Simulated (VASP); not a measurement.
**BaZrO3: single point with LDA**

BaZrO3:

```
CELL_PARAMETERS angstrom
4.14745 0.00000 0.00000
0.00000 4.60367 0.00000
0.00000 0.00000 4.14745
ATOMIC_POSITIONS crystal
Ba 0.50000 0.50000 0.50000
Zr 0.00000 0.00000 0.00000
O 0.50000 0.00000 0.00000
O 0.00000 0.50000 0.00000
O 0.00000 0.00000 0.50000
```

This cell differs from its parent crystal: normal strain along x +0.0000, normal strain along y +0.1100.

| Property | Result |
| --- | --- |
| Program | VASP 6.6.1 |
| Task | single point |
| Functional | LDA |
| Potentials or basis | VASP PAW LDA potentials, release 64 (Ba_sv, Zr_sv, O) |
| Cutoff | 520 eV |
| k mesh | 6 × 6 × 6 |
| Occupations | gaussian, width 0.05 eV |
| Spin | no spin polarisation |

The pressure is -11.2 GPa and the band gap on the k mesh is 2.71 eV (least direct gap 3.03 eV).

Stress tensor (GPa, compression positive):
```
 -6.19   0.00   0.00
  0.00 -21.22   0.00
  0.00   0.00  -6.19
```

Levels at points of the mesh, in eV from the valence-band top:
| k point | band 16 | band 17 | band 18 | band 19 | band 20 | band 21 | band 22 | band 23 | band 24 | band 25 |
| --- | --- | --- | --- | --- | --- | --- | --- | --- | --- | --- |
| (0.00, 0.00, 0.00) | -0.83 | -0.83 | -0.48 | -0.32 | -0.32 | 2.72 | 2.72 | 3.10 | 3.96 | 4.52 |
| (0.50, 0.00, 0.00) | -1.86 | -1.70 | -1.61 | -0.67 | -0.61 | 3.18 | 5.44 | 5.55 | 5.81 | 6.08 |
| (0.00, 0.50, 0.00) | -1.67 | -1.16 | -1.16 | -0.56 | -0.56 | 3.33 | 4.44 | 4.44 | 5.22 | 5.88 |
| (0.50, 0.50, 0.00) | -1.92 | -1.29 | -1.25 | -0.92 | -0.36 | 4.49 | 5.49 | 5.72 | 5.98 | 6.84 |
| (0.50, 0.00, 0.50) | -2.75 | -1.15 | -0.64 | -0.64 | -0.03 | 5.36 | 5.36 | 5.37 | 6.55 | 7.54 |
| (0.50, 0.50, 0.50) | -2.49 | -2.49 | -0.13 | -0.13 | 0.00 | 5.25 | 5.25 | 5.87 | 6.15 | 6.15 |

It took 100 s on 1 thread of Intel(R) Xeon(R) Platinum 8375C CPU @ 2.90GHz (Ice Lake), with other jobs on the host, peak memory 0.21 GiB.

Caveat: the cell differs from its parent crystal (normal strain along x +0.0000, normal strain along y +0.1100); the cell stands under tension; spin-orbit coupling is left out, which moves the levels of the heavy elements. A k mesh can miss the band edges.
